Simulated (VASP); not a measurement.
Here is a VASP 6.6.1 calculation.

The input INCAR:

```
SYSTEM = Li
PREC = Accurate
ENCUT = 600
EDIFF = 1E-7
ISMEAR = -1
SIGMA = 0.05
LREAL = .False.
LASPH = .True.
NELM = 100
ALGO = Fast
ISIF = 3
LWAVE = .False.
LCHARG = .False.
GGA = PS
IBRION = 2
NSW = 60
EDIFFG = -0.01
PSTRESS = 20.0
```

Contents of KPOINTS:

```
Automatic mesh
0
Gamma
  10 10 5
  0 0 0
```

Contents of POSCAR:

```
Li
1.0
    3.1110000000      0.0000000000      0.0000000000
   -1.5555000000      2.6942050312      0.0000000000
    0.0000000000      0.0000000000      5.0930000000
Li
2
Direct
    0.6666666667      0.3333333333      0.7500000000
    0.3333333333      0.6666666667      0.2500000000
```

Potentials or basis: VASP PAW PBE potentials, release 64 (Li_sv).

Launch:

```sh
$ cat potpaw_PBE.64/Li_sv/POTCAR > POTCAR
$ mpirun -np 1 vasp_std > vasp.out
```

What does it give for the relaxed volume?

17.66 Å³/atom.

Predict the relaxed cell.

a = 2.925 Å, b = 2.925 Å, c = 4.766 Å, α = 90.00°, β = 90.00°, γ = 120.00°.

Estimate the space group after relaxing (to 0.1 Å).

P6_3/mmc (No. 194).

The path:
| step | energy change (eV) | largest force (eV/Å) | pressure (GPa) | volume (Å³) |
| --- | --- | --- | --- | --- |
| 1 | 0.0000 | 0.0000 | -0.82 | 42.69 |
| 2 | -0.0072 | 0.0000 | -0.17 | 40.41 |
| 3 | 0.0059 | 0.0000 | 1.40 | 36.54 |
| 4 | 0.0190 | 0.0000 | 2.05 | 35.31 |

Caveat: the cutoff is under 1.25 times the usual one of these potentials, so pressure, stress and relaxed cells hold a basis-set (Pulay) error; the cell is relaxed towards a set pressure, so the run minimises the enthalpy, not the energy; the volume moved by over 15 % at a fixed basis, so the end points are rough; the PAW data sets were made with another functional, which shifts forces and pressure a little.
